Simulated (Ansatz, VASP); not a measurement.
# One calculation of W, two programs

```
W
1.0
    -0.09996    1.99913    2.09908
     1.89917    0.00000    1.99913
     1.99913    1.99913   -0.09996
W
1
Direct
  0.00000 0.00000 0.00000
```

Change from the starting cell: engineering shear strain xz -0.1000, normal strain along z +0.0500.

Alike in both runs: task single point; functional PBEsol; k mesh 20 × 20 × 20; occupations gaussian, width 0.15 eV; no spin polarisation.

```csv
,VASP,Ansatz
version,VASP 6.6.1,Ansatz 0.2.0
potentials or method,"VASP PAW PBE potentials, release 64 (W_sv), cutoff 500 eV","scalar-relativistic, plane waves, PAW"
valence electrons in the cell,14,14
```

```tsv
	VASP	Ansatz	Ansatz less VASP
gap on the k mesh at the Fermi level (eV)	none	none	-
pressure (GPa)	-11.2	-11.6	-0.39
traceless stress, the component that is largest in VASP (GPa)	-3.89	-3.88	+0.005
```

VASP's potentials were made for PBE, not for PBEsol, and Ansatz warns of the same on its side. A gap of «none» marks a metal or a gap that the smearing closes. The functional is the same, so the differences come from potentials, cutoffs and numerics.

Neither program's run includes spin-orbit coupling.
